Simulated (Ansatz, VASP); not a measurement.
# One calculation of BN, two programs

Contents of INCAR:

```
  PREC = Accurate
  ENCUT = 520
  EDIFF = 1E-6
  ISMEAR = 0
  SIGMA = 0.05
  LREAL = F
  LASPH = T
  NELM = 100
  ALGO = Normal
  ISIF = 2
  LWAVE = F
  LCHARG = F
  GGA = PS
  NBANDS = 26
```

File KPOINTS:

```
regular mesh
0
Gamma
  6 6 10
```

File POSCAR:

```
BN
1.0
    4.3982250342      0.0000000000      0.0000000000
    0.0000000000      4.3982250342      0.0000000000
    0.0000000000      0.0000000000      2.6142000000
B N
4 4
Direct
    0.1741337327      0.8258662673      0.5000000000
    0.3258662673      0.3258662673      0.0000000000
    0.6741337327      0.6741337327      0.0000000000
    0.8258662673      0.1741337327      0.5000000000
    0.8123909516      0.8123909516      0.5000000000
    0.3123909516      0.6876090484      0.0000000000
    0.6876090484      0.3123909516      0.0000000000
    0.1876090484      0.1876090484      0.5000000000
```

Input for Ansatz:

```yaml
crystal:
  lattice:
    - [4.3982250342, 0.0, 0.0]
    - [0.0, 4.3982250342, 0.0]
    - [0.0, 0.0, 2.6142]
  atoms:
    - { symbol: B, position: [0.1741337327, 0.8258662673, 0.5] }
    - { symbol: B, position: [0.3258662673, 0.3258662673, 0.0] }
    - { symbol: B, position: [0.6741337327, 0.6741337327, 0.0] }
    - { symbol: B, position: [0.8258662673, 0.1741337327, 0.5] }
    - { symbol: "N", position: [0.8123909516, 0.8123909516, 0.5] }
    - { symbol: "N", position: [0.3123909516, 0.6876090484, 0.0] }
    - { symbol: "N", position: [0.6876090484, 0.3123909516, 0.0] }
    - { symbol: "N", position: [0.1876090484, 0.1876090484, 0.5] }
basis:
  ecutwfc: 520.0
kpoints:
  mp_grid: { grid: [6, 6, 10] }
hamiltonian:
  xc: pbesol
  pseudopotentials: { kind: paw, azcp: { folder: soft_1 } }
scf:
  occupations: { method: gaussian, width: 0.05 }
output:
  forces: true
  stress: true
  eigenvalues: true
  write_density: true
  write_potential: true
  elf: true
  volumetric_format: npy
```

Alike in both runs: task single point; functional PBEsol; k mesh 6 × 6 × 10; occupations gaussian, width 0.05 eV; no spin polarisation.

|  | VASP | Ansatz |
| --- | --- | --- |
| version | VASP 6.6.1 | Ansatz 0.2.0 |
| potentials or method | VASP PAW PBE potentials, release 64 (B, N), cutoff 520 eV | scalar-relativistic, plane waves, PAW |
| valence electrons in the cell | 32 | 32 |

```csv
,VASP,Ansatz,Ansatz less VASP
gap on the k mesh at the Fermi level (eV),4.57,4.59,+0.012
least direct gap on the mesh (eV),5.63,5.64,+0.012
pressure (GPa),-10.2,-10.8,-0.59
"traceless stress, the component that is largest in VASP (GPa)",-16.29,-16.25,+0.038
rms of the force components (eV/Å),0.092,0.085,-0.0068
```

VASP's potentials were made for PBE, not for PBEsol, and Ansatz warns of the same on its side. Atom by atom the forces differ by 0.007 eV/Å (rms over components).
